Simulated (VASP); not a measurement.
# Ga (C2/c) in VASP: notebook, part 2 of 2

VASP 6.6.1. Earlier steps stand in the parts before.

### 3 Electric field gradients, PBEsol (volume scaled by 0.96)

INCAR reads:

```
ALGO = Normal ; EDIFF = 1E-8
ENCUT = 520 ; GGA = PS
ISIF = 2 ; ISMEAR = -1
LASPH = T ; LCHARG = F
LEFG = T ; LREAL = F
LWAVE = F ; NBANDS = 20
NELM = 80 ; PREC = Accurate
SIGMA = 0.03
```

KPOINTS reads:

```
k-points
0
Gamma
  14 14 11
```

POSCAR reads:

```
Ga
1.0
    1.3643085195     -3.9720811669      0.0000000000
    1.3643085195      3.9720811669      0.0000000000
   -0.1158626432      0.0000000000      3.2849254291
Ga
2
Direct
    0.8690000000      0.1310000000      0.2500000000
    0.1310000000      0.8690000000      0.7500000000
```

Potentials or basis: VASP PAW PBE potentials, release 64 (Ga_d).

On the command line:

```
cat potpaw_PBE.64/Ga_d/POTCAR > POTCAR
mpirun -np 1 vasp_std > vasp.out
```

OUTCAR:

```text
EDIFF = 1E-8
   ENCUT = 520
   GGA = PS
   ISIF = 2
   ISMEAR = -1
   LASPH = T
   LREAL = F
   NELM = 80
   PREC = Accurate

 ion  position               nearest neighbor table
   1  0.869  0.131  0.250-   2 2.65   2 2.65   2 2.82   2 2.82   2 2.88   2 2.88
   2  0.131  0.869  0.750-   1 2.65   1 2.65   1 2.82   1 2.82   1 2.88   1 2.88

  LATTYP: Found a base centered monoclinic cell.
 ALAT       =     2.7286170390
 B/A-ratio  =     2.9114244397
 C/A-ratio  =     1.2046278548
 COS(beta)  =    -0.0352490928

  Lattice vectors:

 A1 = (   1.3643085195,  -3.9720811669,   0.0000000000)
 A2 = (   1.3643085195,   3.9720811669,   0.0000000000)
 A3 = (  -0.1158626432,   0.0000000000,   3.2849254291)

Analysis of symmetry for initial positions (statically):
=====================================================================
 Subroutine PRICEL returns:
 Original cell was already a primitive cell.

 Routine SETGRP: Setting up the symmetry group for a
 base centered monoclinic supercell.

 Subroutine GETGRP returns: Found  4 space group operations
 (whereof  2 operations were pure point group operations)
 out of a pool of  4 trial point group operations.

The static configuration has the point symmetry S_2 .
 The point group associated with its full space group is C_2h.

Analysis of symmetry for dynamics (positions and initial velocities):
=====================================================================
 Subroutine PRICEL returns:
 Original cell was already a primitive cell.

 Routine SETGRP: Setting up the symmetry group for a
 base centered monoclinic supercell.

 Subroutine GETGRP returns: Found  4 space group operations
 (whereof  2 operations were pure point group operations)
 out of a pool of  4 trial point group operations.

The dynamic configuration has the point symmetry S_2 .
 The point group associated with its full space group is C_2h.

 Subroutine INISYM returns: Found  4 space group operations
 (whereof  2 operations are pure point group operations),
 and found     1 'primitive' translations

----------------------------------------------------------------------------------------

                                     Primitive cell

  volume of cell :      35.6030

  direct lattice vectors                    reciprocal lattice vectors
     1.364308519 -3.972081167  0.000000000     0.366486020 -0.125878596  0.012926333
     1.364308519  3.972081167  0.000000000     0.366486020  0.125878596  0.012926333
    -0.115862643  0.000000000  3.284925429     0.000000000  0.000000000  0.304420914

  length of vectors
     4.199853156  4.199853156  3.286968090     0.387717054  0.387717054  0.304420914

  position of ions in fractional coordinates (direct lattice)
     0.869000000  0.131000000  0.250000000
     0.131000000  0.869000000  0.750000000

  ion indices of the primitive-cell ions
   primitive index   ion index
                 1           1
                 2           2

[... 70 lines left out ...]
   NELM   =     80;   NELMIN=  2; NELMDL= -5     # of ELM steps
   EDIFF  = 0.1E-07   stopping-criterion for ELM
   LREAL  =      F    real-space projection
   EDIFFG = 0.1E-06   stopping-criterion for IOM
   NSW    =      0    number of steps for IOM
   IBRION =     -1    ionic relax: 0-MD 1-quasi-New 2-CG
   NFREE  =      0    steps in history (QN), initial steepest desc. (CG)
   ISIF   =      2    stress and relaxation
   ISYM   =      2    0-nonsym 1-usesym 2-fastsym
   POTIM  = 0.5000    time-step for ionic-motion
   TEBEG  =    0.0;   TEEND  =   0.0 temperature during run
   PSTRESS=    0.0 pullay stress
   NELECT =      26.0000    total number of electrons
   NUPDOWN=      -1.0000    fix difference up-down
   EMIN   =  10.00;   EMAX   =-10.00  energy-range for DOS
   EFERMI =   0.00;   METHOD = LEGACY
   ISMEAR =    -1;   SIGMA  =   0.03  broadening in eV -4-tet -1-fermi 0-gaus
   EFERMI_NEDOS =   21; number of points for ismear=-14 and -15
   IALGO  =     38    algorithm
   IMIX   =      4    mixing-type and parameters
     AMIX     =   0.40;   BMIX     =  1.00
     AMIX_MAG =   1.60;   BMIX_MAG =  1.00
  volume/ion in A,a.u.               =      17.80       120.13
  Fermi-wavevector in a.u.,A,eV,Ry     =   1.474248  2.785925 29.570999  2.173407
  Thomas-Fermi vector in A             =   2.589042
   LORBIT       =      0    0 simple, 1 ext, 2 COOP (PROOUT), +10 PAW based schemes
   GGA     = PS    functional components
   LHFCALC =     F    Hartree Fock is set to
   AEXX    =    0.0000 exact exchange contribution
   IVDW    =     0    specifies the selected vdW correction
   LEPSILON=     F    determine dielectric tensor
   LRPA    =     F    only Hartree local field effects (RPA)
 non-spin polarized calculation
  energy-cutoff  :      520.00
  volume of cell :       35.60
 maximum number of plane-waves:       979
   NGX = 15   NGY = 15   NGZ = 13

 number of electron      26.0000008 magnetization

 Free energy of the ion-electron system (eV)
  ---------------------------------------------------
  ext. energy  EPLUGINS =         0.00000000
  ---------------------------------------------------
  free energy    TOTEN  =        -6.67939418 eV

  energy without entropy =       -6.67762596  energy(sigma->0) =       -6.67851007

 E-fermi :   5.8886     XC(G=0): -11.4046

 val. band max:        5.8778889020   @ k =   0.5000   0.0714   0.3636
 cond. band min:       5.8958232382   @ k =   0.4286   0.2857   0.1818
 fundamental gap:      0.0179343362
 Fermi energy:         5.8886082177

 k-point     1 :       0.0000    0.0000    0.0000
  band No.  band energies     occupation
      1      -9.2726      2.00000
      2      -9.2656      2.00000
      3      -9.2222      2.00000
      4      -9.2029      2.00000
      5      -8.8916      2.00000
      6      -8.8898      2.00000
[... 541 lines left out ...]
     19      17.6652      0.00000
     20      18.5876      0.00000

 [... further k-points ...]
[... 5 lines left out ...]
  --------------------------------------------------------------------------------------
  -------------------------------------------------------------------------------------
  Total        0.1294708      0.1679782      0.1024431      0.0000000      0.0000000     -0.0282342
  in kB        5.8263433      7.5592261      4.6100633      0.0000000      0.0000000     -1.2705752
  external PRESSURE =       5.9985442 kB  Pullay stress =       0.0000000 kB

 VOLUME and BASIS-vectors are now :
 -----------------------------------------------------------------------------
  energy-cutoff  :      520.00
  volume of cell :       35.60
      direct lattice vectors                 reciprocal lattice vectors
     1.364308519 -3.972081167  0.000000000     0.366486020 -0.125878596  0.012926333
     1.364308519  3.972081167  0.000000000     0.366486020  0.125878596  0.012926333
    -0.115862643  0.000000000  3.284925429     0.000000000  0.000000000  0.304420914

 POSITION                                       TOTAL-FORCE (eV/Angst)
 -----------------------------------------------------------------------------------
      1.33534     -2.93140      0.82123        -0.000000      0.200377     -0.000000
      1.27741      2.93140      2.46369         0.000000     -0.200377      0.000000
 -----------------------------------------------------------------------------------
    total drift:                                0.000000      0.000000     -0.000000

  FREE ENERGIE OF THE ION-ELECTRON SYSTEM (eV)
  ---------------------------------------------------
  free  energy   TOTEN  =        -6.6793941756 eV

  energy  without entropy=       -6.6776259615  energy(sigma->0) =       -6.67851007

 Electric field gradients (V/A^2)
---------------------------------------------------------------------
 ion       V_xx      V_yy      V_zz      V_xy      V_xz      V_yz
---------------------------------------------------------------------
   1      -7.244   -18.685    25.929     0.000    -2.463     0.000
   2      -7.244   -18.685    25.929     0.000    -2.463    -0.000
---------------------------------------------------------------------

 Electric field gradients after diagonalization (V/A^2)
 (convention: |V_zz| > |V_xx| > |V_yy|)
----------------------------------------------------------------------
 ion       V_xx      V_yy      V_zz     asymmetry (V_yy - V_xx)/ V_zz
----------------------------------------------------------------------
   1     -18.685    -7.426    26.111       0.431
   2     -18.685    -7.426    26.111       0.431
----------------------------------------------------------------------

           NMR quadrupolar parameters

 Cq : quadrupolar parameter    Cq=e*Q*V_zz/h
 eta: asymmetry parameters     (V_yy - V_xx)/ V_zz
 Q  : nuclear electric quadrupole moment in mb (millibarn)
----------------------------------------------------------------------
 ion       Cq(MHz)       eta       Q (mb)
----------------------------------------------------------------------
   1       0.063       0.431       1.000
   2       0.063       0.431       1.000
----------------------------------------------------------------------
```

Wall time 14 min (1 thread of AMD EPYC 7R13, shared host); peak memory 0.4 GiB.

What came out:

```
Free energy            : -6.6794 eV
Pressure               : 0.6 GPa
Largest force          : 0.200 eV/Å
Band gap on the k mesh : zero (band 13 reaches 9.98 eV, above the bottom of band 14 at 1.73 eV)
```

Forces on the atoms (eV/Å):
```
Ga   0.000  0.200  0.000
Ga   0.000 -0.200  0.000
```

Stress tensor (GPa, compression positive):
```
 0.58  0.00 -0.13
 0.00  0.76  0.00
-0.13  0.00  0.46
```

Electric field gradients, principal values (V/Å²):
```csv
atom,least,middle,greatest (by size)
1 Ga,-7.426,-18.685,26.111
2 Ga,-7.426,-18.685,26.111
```

Caveat: without QUAD_EFG the Cq values of the log hold for a quadrupole moment of 1 mb, not for the nuclei; the PAW data sets were made with another functional, which shifts forces and pressure a little.

### 4 Electric field gradients, PBEsol (volume scaled by 0.975)

INCAR reads:

```
PREC     = Accurate       # precision mode
ENCUT    = 520            # plane-wave cutoff, eV
EDIFF    = 1E-8           # SCF threshold, eV
ISMEAR   = -1             # smearing method
SIGMA    = 0.03           # smearing width, eV
LREAL    = False          # projectors in reciprocal space
LASPH    = True           # aspherical terms in the spheres
NELM     = 100            # most SCF steps
ALGO     = Normal         # electronic algorithm
ISIF     = 2              # what is computed and relaxed
LWAVE    = False          # write WAVECAR
LCHARG   = False          # write CHGCAR
GGA      = PS             # functional
LEFG     = True         
NBANDS   = 20             # bands
```

KPOINTS reads:

```
Automatic mesh
0
Gamma
  14 14 11
```

POSCAR reads:

```
Ga
1.0
    1.3713776018     -3.9926622658      0.0000000000
    1.3713776018      3.9926622658      0.0000000000
   -0.1164629786      0.0000000000      3.3019460719
Ga
2
Direct
    0.8690000000      0.1310000000      0.2500000000
    0.1310000000      0.8690000000      0.7500000000
```

Potentials or basis: VASP PAW PBE potentials, release 64 (Ga_d).

On the command line:

```
cat potpaw_PBE.64/Ga_d/POTCAR > POTCAR
mpirun -np 1 vasp_std > vasp.out
```

OUTCAR:

```text
PREC = Accurate
   ENCUT = 520
   EDIFF = 1E-8
   ISMEAR = -1
   LREAL = False
   LASPH = True
   NELM = 100
   ISIF = 2
   GGA = PS

 ion  position               nearest neighbor table
   1  0.869  0.131  0.250-   2 2.67   2 2.67   2 2.84   2 2.84   2 2.90   2 2.90
   2  0.131  0.869  0.750-   1 2.67   1 2.67   1 2.84   1 2.84   1 2.90   1 2.90

  LATTYP: Found a base centered monoclinic cell.
 ALAT       =     2.7427552036
 B/A-ratio  =     2.9114244396
 C/A-ratio  =     1.2046278548
 COS(beta)  =    -0.0352490928

  Lattice vectors:

 A1 = (   1.3713776018,  -3.9926622658,   0.0000000000)
 A2 = (   1.3713776018,   3.9926622658,   0.0000000000)
 A3 = (  -0.1164629786,   0.0000000000,   3.3019460719)

Analysis of symmetry for initial positions (statically):
=====================================================================
 Subroutine PRICEL returns:
 Original cell was already a primitive cell.

 Routine SETGRP: Setting up the symmetry group for a
 base centered monoclinic supercell.

 Subroutine GETGRP returns: Found  4 space group operations
 (whereof  2 operations were pure point group operations)
 out of a pool of  4 trial point group operations.

The static configuration has the point symmetry S_2 .
 The point group associated with its full space group is C_2h.

Analysis of symmetry for dynamics (positions and initial velocities):
=====================================================================
 Subroutine PRICEL returns:
 Original cell was already a primitive cell.

 Routine SETGRP: Setting up the symmetry group for a
 base centered monoclinic supercell.

 Subroutine GETGRP returns: Found  4 space group operations
 (whereof  2 operations were pure point group operations)
 out of a pool of  4 trial point group operations.

The dynamic configuration has the point symmetry S_2 .
[... 152 lines left out ...]
 Fermi energy:         5.7383678446

 k-point     1 :       0.0000    0.0000    0.0000
  band No.  band energies     occupation
      1      -9.3972      2.00000
      2      -9.3892      2.00000
      3      -9.3487      2.00000
      4      -9.3278      2.00000
      5      -9.0297      2.00000
      6      -9.0285      2.00000
[... 541 lines left out ...]
     19      17.3527      0.00000
     20      18.3174      0.00000

 [... further k-points ...]
[... 5 lines left out ...]
  --------------------------------------------------------------------------------------
  -------------------------------------------------------------------------------------
  Total       -0.0923087     -0.0585265     -0.1067112      0.0000000      0.0000000     -0.0277726
  in kB       -4.0900964     -2.5932443     -4.7282566      0.0000000      0.0000000     -1.2305755
  external PRESSURE =      -3.8038657 kB  Pullay stress =       0.0000000 kB

 VOLUME and BASIS-vectors are now :
 -----------------------------------------------------------------------------
  energy-cutoff  :      520.00
  volume of cell :       36.16
      direct lattice vectors                 reciprocal lattice vectors
     1.371377602 -3.992662266  0.000000000     0.364596884 -0.125229726  0.012859701
     1.371377602  3.992662266  0.000000000     0.364596884  0.125229726  0.012859701
    -0.116462979  0.000000000  3.301946072     0.000000000  0.000000000  0.302851706

 POSITION                                       TOTAL-FORCE (eV/Angst)
 -----------------------------------------------------------------------------------
      1.34226     -2.94658      0.82549        -0.000000      0.193880     -0.000000
      1.28403      2.94658      2.47646         0.000000     -0.193880      0.000000
 -----------------------------------------------------------------------------------
    total drift:                                0.000000      0.000000     -0.000000

  FREE ENERGIE OF THE ION-ELECTRON SYSTEM (eV)
  ---------------------------------------------------
  free  energy   TOTEN  =        -6.6797798488 eV

  energy  without entropy=       -6.6780461951  energy(sigma->0) =       -6.67891302

 Electric field gradients (V/A^2)
---------------------------------------------------------------------
 ion       V_xx      V_yy      V_zz      V_xy      V_xz      V_yz
---------------------------------------------------------------------
   1      -6.893   -18.475    25.367     0.000    -2.429    -0.000
   2      -6.893   -18.475    25.367     0.000    -2.429    -0.000
---------------------------------------------------------------------

 Electric field gradients after diagonalization (V/A^2)
 (convention: |V_zz| > |V_xx| > |V_yy|)
----------------------------------------------------------------------
 ion       V_xx      V_yy      V_zz     asymmetry (V_yy - V_xx)/ V_zz
----------------------------------------------------------------------
   1     -18.475    -7.075    25.549       0.446
   2     -18.475    -7.075    25.549       0.446
----------------------------------------------------------------------

           NMR quadrupolar parameters

 Cq : quadrupolar parameter    Cq=e*Q*V_zz/h
 eta: asymmetry parameters     (V_yy - V_xx)/ V_zz
 Q  : nuclear electric quadrupole moment in mb (millibarn)
----------------------------------------------------------------------
 ion       Cq(MHz)       eta       Q (mb)
----------------------------------------------------------------------
   1       0.062       0.446       1.000
   2       0.062       0.446       1.000
----------------------------------------------------------------------
```

Run time: 6.5 min. Hardware: 1 thread of Intel Xeon Platinum 8259CL at 2.50GHz (Skylake/Cascade Lake), shared host; peak memory 0.44 GiB.

Results:

- Free energy: -6.6798 eV
- Pressure: -0.4 GPa
- Largest force: 0.194 eV/Å
- Band gap on the k mesh: zero (band 13 reaches 9.79 eV, above the bottom of band 14 at 1.64 eV)

Forces on the atoms (eV/Å):
```
Ga   0.000  0.194  0.000
Ga   0.000 -0.194  0.000
```

Levels at points of the mesh, in eV from the Fermi level:
```
           k point  band 10  band 11  band 12  band 13  band 14  band 15  band 16  band 17
(0.00, 0.00, 0.00)   -14.57   -11.43    -2.17    -1.55     1.63     5.47     9.87    10.39
(0.50, 0.00, 0.00)   -14.59    -6.11    -5.14    -1.40     0.04     5.90     6.73     8.60
(0.50, 0.50, 0.00)   -14.64    -9.26    -8.75     4.05     4.65     5.96     6.19     7.68
```

Electric field gradients, principal values (V/Å²):
```csv
atom,least,middle,greatest (by size)
1 Ga,-7.075,-18.475,25.549
2 Ga,-7.075,-18.475,25.549
```

Caveat: without QUAD_EFG the Cq values of the log hold for a quadrupole moment of 1 mb, not for the nuclei; the PAW data sets were made with another functional, which shifts forces and pressure a little.

### 5 The runs side by side

| cell | gap on the mesh (eV) | pressure (GPa) | largest force (eV/Å) |
| --- | --- | --- | --- |
| a = 4.257, b = 4.257, c = 3.265 Å, angles 90.7, 90.7, 142.1°, 2 atoms | none | -0.7 | 0.21 |
| a = 4.200, b = 4.200, c = 3.287 Å, angles 90.7, 90.7, 142.1°, 2 atoms | none | 0.6 | 0.20 |
| a = 4.222, b = 4.222, c = 3.304 Å, angles 90.7, 90.7, 142.1°, 2 atoms | none | -0.4 | 0.19 |

Alike in all rows: task electric field gradients; level PBEsol; potentials or basis VASP PAW PBE potentials, release 64 (Ga_d); no spin polarisation; k mesh 14 × 14 × 11; cutoff (eV) 520; smearing fermi-dirac 0.03 eV.

Caveats: the PAW data sets were made with another functional, which shifts forces and pressure a little.

Total energies depend on the potentials used, so only differences within one code and one set of settings carry meaning.
